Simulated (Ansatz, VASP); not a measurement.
## Two plane-wave programs on Si2N

```
Si N
1.0
     2.71107    0.00000    0.00000
    -1.35554    2.34786    0.00000
     0.00000    0.00000   11.05885
Si N
4 2
Direct
  0.00000 0.00000 0.75015
  0.00000 0.00000 0.24985
  0.00000 0.00000 0.00000
  0.00000 0.00000 0.50000
  0.33333 0.66667 0.90687
  0.66667 0.33333 0.09313
```

Change from the starting cell: ordered vacancies on the anion sites of nickel arsenide (P-3m1, No. 164).

Alike in both runs: task relaxation of cell and atoms; functional PBE; k mesh 18 × 18 × 4; occupations gaussian, width 0.1 eV; no spin polarisation.

|  | VASP | Ansatz |
| --- | --- | --- |
| version | VASP 6.6.1 | Ansatz 0.2.0 |
| potentials or method | VASP PAW PBE potentials, release 64 (Si, N), cutoff 600 eV | scalar-relativistic, plane waves, PAW |
| valence electrons in the cell | 26 | 26 |

VASP gave:

* gap on the k mesh at the Fermi level, each at its own relaxed structure (eV): none
* relaxed volume (Å³/atom): 11.49
* relaxed length of the cell vector where the two differ most in proportion (Å): 10.767

**Question.** Estimate Ansatz's values.

**Answer.** gap on the k mesh at the Fermi level, each at its own relaxed structure (eV): none; relaxed volume (Å³/atom): 11.50; relaxed length of the cell vector where the two differ most in proportion (Å): 10.780.

A gap of «none» marks a metal or a gap that the smearing closes.
